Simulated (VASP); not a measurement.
# P in VASP: further runs

The runs below take P through single point, with LDA.

Program: VASP 6.6.1. These are calculated values, not measurements. Logs are shortened: lines on timing, memory, paths and dates and some standing lists are left out, and cuts for length are marked.

## Step 1: The cell of the first run

The cell holds a slab with vacuum, 4 atoms: a = 3.284 Å, b = 34.857 Å, c = 4.632 Å, α = 90.00°, β = 90.00°, γ = 90.00°.

## Step 2: Single point, LDA (atom 1 (P) moved +0.300 Å towards its neighbour atom 4 (P) at 2.199 Å)

INCAR

```
SYSTEM = P
PREC = Accurate
ENCUT = 520
EDIFF = 1E-6
ISMEAR = 0
SIGMA = 0.05
LREAL = .False.
LASPH = .True.
NELM = 60
ALGO = Normal
ISIF = 2
LWAVE = .False.
LCHARG = .False.
NBANDS = 18
```

KPOINTS

```
regular mesh
0
Gamma
  8 1 6
  0 0 0
```

POSCAR

```
P
1.0
    3.2837277200      0.0000000000      0.0000000000
    0.0000000000     34.8570309900      0.0000000000
    0.0000000000      0.0000000000      4.6320847100
P
4
Direct
   -0.0682229727      0.9702614300      0.6352265085
    0.0000000000      0.0297385700      0.4078492800
    0.5000000000      0.0297385700      0.0921507200
    0.5000000000      0.9702614300      0.9078492800
```

Potentials or basis: VASP PAW LDA potentials, release 64 (P).

Command:

```sh
> cat potpaw_LDA.64/P/POTCAR > POTCAR
> mpirun -np 1 vasp_std > vasp.out
```

OUTCAR:

```text
SYSTEM = P
   PREC = Accurate
   ENCUT = 520
   EDIFF = 1E-6
   ISMEAR = 0
   LREAL = .False.
   LASPH = .True.
   NELM = 60
   ISIF = 2

 ion  position               nearest neighbor table
   1  0.932  0.970  0.635-   4 1.90   4 2.25   2 2.34
   2  0.000  0.030  0.408-   3 2.20   3 2.20   1 2.34
   3  0.500  0.030  0.092-   2 2.20   2 2.20   4 2.24
   4  0.500  0.970  0.908-   1 1.90   3 2.24   1 2.25

  LATTYP: Found a simple orthorhombic cell.
 ALAT       =     3.2837277200
 B/A-ratio  =     1.4106177811
 C/A-ratio  =    10.6150795566

  Lattice vectors:

 A1 = (  -3.2837277200,   0.0000000000,   0.0000000000)
 A2 = (   0.0000000000,   0.0000000000,   4.6320847100)
 A3 = (   0.0000000000,  34.8570309900,   0.0000000000)

Analysis of symmetry for initial positions (statically):
=====================================================================
 Subroutine PRICEL returns:
 Original cell was already a primitive cell.

 Routine SETGRP: Setting up the symmetry group for a
 simple orthorhombic supercell.

 Subroutine GETGRP returns: Found  1 space group operations
 (whereof  1 operations were pure point group operations)
 out of a pool of  8 trial point group operations.

The static configuration has the point symmetry C_1 .

Analysis of symmetry for dynamics (positions and initial velocities):
=====================================================================
 Subroutine PRICEL returns:
 Original cell was already a primitive cell.

 Routine SETGRP: Setting up the symmetry group for a
 simple orthorhombic supercell.

 Subroutine GETGRP returns: Found  1 space group operations
 (whereof  1 operations were pure point group operations)
 out of a pool of  8 trial point group operations.

The dynamic configuration has the point symmetry C_1 .

 Subroutine INISYM returns: Found  1 space group operations
 (whereof  1 operations are pure point group operations),
 and found     1 'primitive' translations

----------------------------------------------------------------------------------------

                                     Primitive cell

  volume of cell :     530.1930

  direct lattice vectors                    reciprocal lattice vectors
     3.283727720  0.000000000  0.000000000     0.304531948  0.000000000  0.000000000
     0.000000000 34.857030990  0.000000000     0.000000000  0.028688617  0.000000000
     0.000000000  0.000000000  4.632084710     0.000000000  0.000000000  0.215885516

  length of vectors
     3.283727720 34.857030990  4.632084710     0.304531948  0.028688617  0.215885516

  position of ions in fractional coordinates (direct lattice)
     0.931777027  0.970261430  0.635226508
     0.000000000  0.029738570  0.407849280
     0.500000000  0.029738570  0.092150720
     0.500000000  0.970261430  0.907849280

  ion indices of the primitive-cell ions
   primitive index   ion index
                 1           1
                 2           2
                 3           3
                 4           4

----------------------------------------------------------------------------------------

 KPOINTS: regular mesh

Automatic generation of k-mesh.
 Grid dimensions read from file:
 generate k-points for:    8    1    6

 Generating k-lattice:

  Cartesian coordinates                     Fractional coordinates (reciprocal lattice)
     0.038066494  0.000000000  0.000000000     0.125000000  0.000000000  0.000000000
     0.000000000  0.028688617  0.000000000     0.000000000  1.000000000  0.000000000
     0.000000000  0.000000000  0.035980919     0.000000000  0.000000000  0.166666667

  Length of vectors
     0.038066494  0.028688617  0.035980919

  Shift w.r.t. Gamma in fractional coordinates (k-lattice)
     0.000000000  0.000000000  0.000000000

 Subroutine IBZKPT returns following result:
 ===========================================

 Found     26 irreducible k-points:

 Following reciprocal coordinates:
            Coordinates               Weight
  0.000000  0.000000  0.000000      1.000000
  0.125000  0.000000  0.000000      2.000000
  0.250000  0.000000  0.000000      2.000000
  0.375000  0.000000  0.000000      2.000000
  0.500000  0.000000  0.000000      1.000000
  0.000000  0.000000  0.166667      2.000000
[... 16 lines left out ...]
  0.125000  0.000000  0.500000      2.000000
  0.250000  0.000000  0.500000      2.000000
 [... further k-points ...]
   k-points           NKPTS =     26   k-points in BZ     NKDIM =     26   number of bands    NBANDS=     18
   number of dos      NEDOS =    301   number of ions     NIONS =      4
   total plane-waves  NPLWV = 233280
   dimension x,y,z NGX =    24 NGY =  270 NGZ =   36
   dimension x,y,z NGXF=    48 NGYF=  540 NGZF=   72
   ions per type =               4
   NGX,Y,Z   is equivalent  to a cutoff of  12.15, 12.88, 12.92 a.u.
   NGXF,Y,Z  is equivalent  to a cutoff of  24.30, 25.75, 25.84 a.u.
 SYSTEM =  P
   PREC   = accura    normal or accurate (medium, high low for compatibility)
   ISTART =      0    job   : 0-new  1-cont  2-samecut
   ICHARG =      2    charge: 1-file 2-atom 10-const
   ISPIN  =      1    spin polarized calculation?
   LNONCOLLINEAR =      F non collinear calculations
   LSORBIT =      F    spin-orbit coupling
   LASPH  =      T    aspherical Exc in radial PAW
   ENCUT  =  520.0 eV  38.22 Ry    6.18 a.u.   6.11 64.81  8.61*2*pi/ulx,y,z
   NELM   =     60;   NELMIN=  2; NELMDL= -5     # of ELM steps
   EDIFF  = 0.1E-05   stopping-criterion for ELM
   LREAL  =      F    real-space projection
   EDIFFG = 0.1E-04   stopping-criterion for IOM
   NSW    =      0    number of steps for IOM
   IBRION =     -1    ionic relax: 0-MD 1-quasi-New 2-CG
   NFREE  =      0    steps in history (QN), initial steepest desc. (CG)
   ISIF   =      2    stress and relaxation
   ISYM   =      2    0-nonsym 1-usesym 2-fastsym
   POTIM  = 0.5000    time-step for ionic-motion
   TEBEG  =    0.0;   TEEND  =   0.0 temperature during run
   PSTRESS=    0.0 pullay stress
   NELECT =      20.0000    total number of electrons
   NUPDOWN=      -1.0000    fix difference up-down
   EMIN   =  10.00;   EMAX   =-10.00  energy-range for DOS
   EFERMI =   0.00;   METHOD = LEGACY
   ISMEAR =     0;   SIGMA  =   0.05  broadening in eV -4-tet -1-fermi 0-gaus
   EFERMI_NEDOS =   21; number of points for ismear=-14 and -15
   IALGO  =     38    algorithm
   IMIX   =      4    mixing-type and parameters
     AMIX     =   0.40;   BMIX     =  1.00
     AMIX_MAG =   1.60;   BMIX_MAG =  1.00
  volume/ion in A,a.u.               =     132.55       894.48
  Fermi-wavevector in a.u.,A,eV,Ry     =   0.549044  1.037542  4.101461  0.301449
  Thomas-Fermi vector in A             =   1.580001
   LORBIT       =      0    0 simple, 1 ext, 2 COOP (PROOUT), +10 PAW based schemes
   GGA     = CA    functional components
   LHFCALC =     F    Hartree Fock is set to
   AEXX    =    0.0000 exact exchange contribution
   IVDW    =     0    specifies the selected vdW correction
   LEPSILON=     F    determine dielectric tensor
   LRPA    =     F    only Hartree local field effects (RPA)
 non-spin polarized calculation
 Gauss-broadening in eV      SIGMA  =   0.05
  energy-cutoff  :      520.00
  volume of cell :      530.19
 maximum number of plane-waves:     14344
   NGX = 13   NGY =129   NGZ = 17

 number of electron      20.0000001 magnetization

 Free energy of the ion-electron system (eV)
  ---------------------------------------------------
  ext. energy  EPLUGINS =         0.00000000
  ---------------------------------------------------
  free energy    TOTEN  =       -22.89062045 eV

  energy without entropy =      -22.89062045  energy(sigma->0) =      -22.89062045

 E-fermi :  -3.2086     XC(G=0):  -1.8009

 val. band max:       -3.3994056201   @ k =   0.1250   0.0000   0.0000
 cond. band min:      -3.0177610365   @ k =   0.0000   0.0000   0.1667
 fundamental gap:      0.3816445836
 Fermi energy:        -3.2085878656

 k-point     1 :       0.0000    0.0000    0.0000
  band No.  band energies     occupation
      1     -19.0395      2.00000
      2     -16.6746      2.00000
      3     -12.5283      2.00000
      4      -9.5957      2.00000
      5      -8.3726      2.00000
      6      -7.9403      2.00000
[... 10 lines left out ...]
     17       1.6145      0.00000
     18       1.7433      0.00000

 k-point     2 :       0.1250    0.0000    0.0000
  band No.  band energies     occupation
      1     -18.8548      2.00000
      2     -16.4868      2.00000
      3     -12.6087      2.00000
      4      -9.4946      2.00000
      5      -8.7075      2.00000
      6      -8.2498      2.00000
[... 10 lines left out ...]
     17       1.7874      0.00000
     18       1.8319      0.00000

 k-point     3 :       0.2500    0.0000    0.0000
  band No.  band energies     occupation
      1     -18.3110      2.00000
      2     -15.9368      2.00000
      3     -13.1524      2.00000
      4     -10.2012      2.00000
      5      -9.2426      2.00000
      6      -8.9505      2.00000
[... 10 lines left out ...]
     17       1.9709      0.00000
     18       2.0516      0.00000

 k-point     4 :       0.3750    0.0000    0.0000
  band No.  band energies     occupation
      1     -17.4602      2.00000
      2     -15.1793      2.00000
      3     -14.2186      2.00000
      4     -11.8254      2.00000
      5      -9.3002      2.00000
      6      -8.5864      2.00000
[... 375 lines left out ...]
      4     -11.6273      2.00000
      5      -7.3507      2.00000
      6      -6.9107      2.00000
[... 10 lines left out ...]
     17       1.9704      0.00000
     18       2.3431      0.00000

 k-point    23 :       0.1250    0.0000    0.5000
  band No.  band energies     occupation
      1     -18.2458      2.00000
      2     -17.2677      2.00000
      3     -12.1834      2.00000
      4     -11.5638      2.00000
      5      -8.4589      2.00000
      6      -7.5721      2.00000
[... 10 lines left out ...]
     17       2.2176      0.00000
     18       2.5678      0.00000

 k-point    24 :       0.2500    0.0000    0.5000
  band No.  band energies     occupation
      1     -17.7299      2.00000
      2     -16.7255      2.00000
      3     -12.3113      2.00000
      4     -11.7075      2.00000
      5      -9.6915      2.00000
      6      -9.1360      2.00000
[... 10 lines left out ...]
     17       2.3138      0.00000
     18       2.8941      0.00000

 [... further k-points ...]

------------------------ aborting loop because EDIFF is reached ----------------------------------------

  FORCE on cell =-STRESS in cart. coord.  units (eV):
  Direction    XX          YY          ZZ          XY          YZ          ZX
  --------------------------------------------------------------------------------------
  -------------------------------------------------------------------------------------
  Total        2.6283792     -0.8605355      3.5858009     -1.0395649      1.2170545     -5.3428398
  in kB        7.9426344     -2.6004311     10.8358436     -3.1414355      3.6777871    -16.1453963
  external PRESSURE =       5.3926823 kB  Pullay stress =       0.0000000 kB

 VOLUME and BASIS-vectors are now :
 -----------------------------------------------------------------------------
  energy-cutoff  :      520.00
  volume of cell :      530.19
      direct lattice vectors                 reciprocal lattice vectors
     3.283727720  0.000000000  0.000000000     0.304531948  0.000000000  0.000000000
     0.000000000 34.857030990  0.000000000     0.000000000  0.028688617  0.000000000
     0.000000000  0.000000000  4.632084710     0.000000000  0.000000000  0.215885516

 POSITION                                       TOTAL-FORCE (eV/Angst)
 -----------------------------------------------------------------------------------
      3.05970     33.82043      2.94242         4.597865      0.137104     -4.492755
      0.00000      1.03660      1.88919        -0.275506     -0.201488      0.290973
      1.64186      1.03660      0.42685        -0.226006     -0.206387      0.296139
      1.64186     33.82043      4.20523        -4.096353      0.270771      3.905642
 -----------------------------------------------------------------------------------
    total drift:                               -0.000046     -0.000028      0.000072

  FREE ENERGIE OF THE ION-ELECTRON SYSTEM (eV)
  ---------------------------------------------------
  free  energy   TOTEN  =       -22.8906204541 eV

  energy  without entropy=      -22.8906204530  energy(sigma->0) =      -22.89062045
```

Run time: 2.5 min. Hardware: 1 thread of Intel Xeon 6975P-C (Granite Rapids), shared host; peak memory 0.49 GiB.

What came out:

```yaml
Free_energy: -22.8906 eV
Largest_force: 6.430 eV/Å
Band_gap_on_the_k_mesh: 0.38 eV (least direct gap 0.67 eV)
```

Forces in eV/Å, atoms in the order of the input:
```
P    4.598  0.137 -4.493
P   -0.276 -0.201  0.291
P   -0.226 -0.206  0.296
P   -4.096  0.271  3.906
```

Levels at points of the mesh, in eV from the valence-band top:
| k point | band 6 | band 7 | band 8 | band 9 | band 10 | band 11 | band 12 | band 13 | band 14 | band 15 |
| --- | --- | --- | --- | --- | --- | --- | --- | --- | --- | --- |
| (0.00, 0.00, 0.00) | -4.54 | -4.06 | -2.55 | -1.68 | -0.17 | 0.50 | 0.59 | 2.05 | 3.65 | 4.07 |
| (0.50, 0.00, 0.00) | -5.31 | -3.17 | -2.68 | -2.51 | -1.96 | 0.62 | 1.11 | 1.98 | 2.71 | 3.23 |
| (0.00, 0.00, 0.50) | -3.51 | -2.82 | -2.80 | -1.57 | -1.31 | 0.70 | 1.78 | 3.15 | 3.47 | 3.75 |
| (0.50, 0.00, 0.50) | -5.25 | -4.74 | -4.32 | -1.51 | -1.09 | 1.40 | 2.13 | 3.61 | 4.00 | 4.73 |

Caveat: the cell differs from its parent crystal (atom 1 (P) moved +0.300 Å towards its neighbour atom 4 (P) at 2.199 Å).

## Step 3: Single point, LDA (atom 1 (P) moved -0.225 Å towards its neighbour atom 4 (P) at 2.199 Å)

INCAR

```
  ALGO = Normal
  EDIFF = 1E-7
  ENCUT = 520
  ISIF = 2
  ISMEAR = 0
  LASPH = T
  LCHARG = F
  LREAL = F
  LWAVE = F
  NBANDS = 18
  NELM = 80
  PREC = Accurate
  SIGMA = 0.05
```

KPOINTS

```
k-points
0
Gamma
  8 1 6
```

Changes to POSCAR since step 2:

```diff
@@ -8,3 +8,3 @@
 Direct
-   -0.0682229727      0.9702614300      0.6352265085
+    0.0511672295      0.9702614300      0.5598438786
     0.0000000000      0.0297385700      0.4078492800
```

Potentials or basis: VASP PAW LDA potentials, release 64 (P).

Command:

```sh
> cat potpaw_LDA.64/P/POTCAR > POTCAR
> mpirun -np 1 vasp_std > vasp.out
```

It took 3.2 min on 1 thread of Intel Xeon 6975P-C (Granite Rapids), shared host; peak memory 0.49 GiB.

It converged, with:

| Item | Value |
| --- | --- |
| Free energy | -23.4908 eV |
| Largest force | 1.797 eV/Å |
| Band gap on the k mesh | 0.87 eV (least direct gap 1.08 eV) |

Forces in eV/Å, atoms in the order of the input:
```
P   -1.258 -0.087  1.281
P    0.164  0.066  0.003
P    0.128  0.084 -0.403
P    0.966 -0.063 -0.880
```

Levels at points of the mesh, in eV from the valence-band top:
```
           k point  band 8  band 9  band 10  band 11  band 12  band 13
(0.00, 0.00, 0.00)   -1.76   -1.05     0.00     1.08     1.62     2.61
(0.50, 0.00, 0.00)   -2.51   -2.00    -1.76     0.87     1.33     1.86
(0.00, 0.00, 0.50)   -1.87   -1.34    -0.96     2.00     2.14     3.55
(0.50, 0.00, 0.50)   -4.40   -1.13    -0.93     2.31     2.92     3.29
```

Caveat: the cell differs from its parent crystal (atom 1 (P) moved -0.225 Å towards its neighbour atom 4 (P) at 2.199 Å).

## Step 4: Single point, LDA (atom 1 (P) moved +0.150 Å towards its neighbour atom 4 (P) at 2.199 Å)

INCAR

```
PREC = Accurate ; ENCUT = 520
EDIFF = 1E-6 ; ISMEAR = 0
SIGMA = 0.05 ; LREAL = F
LASPH = T ; NELM = 80
ALGO = Normal ; ISIF = 2
LWAVE = F ; LCHARG = F
GGA = CA ; NBANDS = 18
```

KPOINTS

```
regular mesh
0
Gamma
  8 1 6
```

Changes to POSCAR since step 3:

```diff
@@ -8,3 +8,3 @@
 Direct
-    0.0511672295      0.9702614300      0.5598438786
+   -0.0341114863      0.9702614300      0.6136886142
     0.0000000000      0.0297385700      0.4078492800
```

Command:

```sh
> cat potpaw_LDA.64/P/POTCAR > POTCAR
> mpirun -np 1 vasp_std > vasp.out
```

It took 2.4 min on 1 thread of Intel Xeon 6975P-C (Granite Rapids), shared host; peak memory 0.49 GiB.

It converged, with:

```yaml
Free_energy: -23.5339 eV
Largest_force: 2.497 eV/Å
Band_gap_on_the_k_mesh: 0.69 eV
```

Forces in eV/Å, atoms in the order of the input:
```
P    1.713  0.135 -1.811
P   -0.138 -0.149  0.237
P   -0.102 -0.154  0.060
P   -1.473  0.168  1.514
```

Levels at points of the mesh, in eV from the valence-band top:
| k point | band 6 | band 7 | band 8 | band 9 | band 10 | band 11 | band 12 | band 13 | band 14 | band 15 |
| --- | --- | --- | --- | --- | --- | --- | --- | --- | --- | --- |
| (0.00, 0.00, 0.00) | -4.56 | -3.80 | -2.27 | -1.69 | 0.00 | 0.69 | 1.06 | 2.26 | 3.43 | 4.27 |
| (0.50, 0.00, 0.00) | -5.23 | -2.94 | -2.70 | -2.23 | -1.98 | 0.88 | 1.15 | 2.06 | 2.45 | 3.48 |
| (0.00, 0.00, 0.50) | -3.20 | -2.86 | -2.73 | -1.49 | -1.39 | 1.44 | 1.90 | 3.42 | 3.56 | 3.71 |
| (0.50, 0.00, 0.50) | -5.15 | -4.67 | -4.46 | -1.25 | -1.07 | 1.81 | 2.21 | 3.67 | 3.92 | 4.89 |

Caveat: the cell differs from its parent crystal (atom 1 (P) moved +0.150 Å towards its neighbour atom 4 (P) at 2.199 Å).

## Step 5: The runs side by side

```csv
cell,gap on the mesh (eV),largest force (eV/Å)
"as given, atomic positions A",0.38,6.43
"as given, atomic positions B",0.87,1.80
"as given, atomic positions C",0.69,2.50
```

Alike in all rows: task single point; level LDA; potentials or basis VASP PAW LDA potentials, release 64 (P); no spin polarisation; k mesh 8 × 1 × 6; cutoff (eV) 520; smearing gaussian 0.05 eV.

Absolute energies hang on the potentials; compare differences alone.
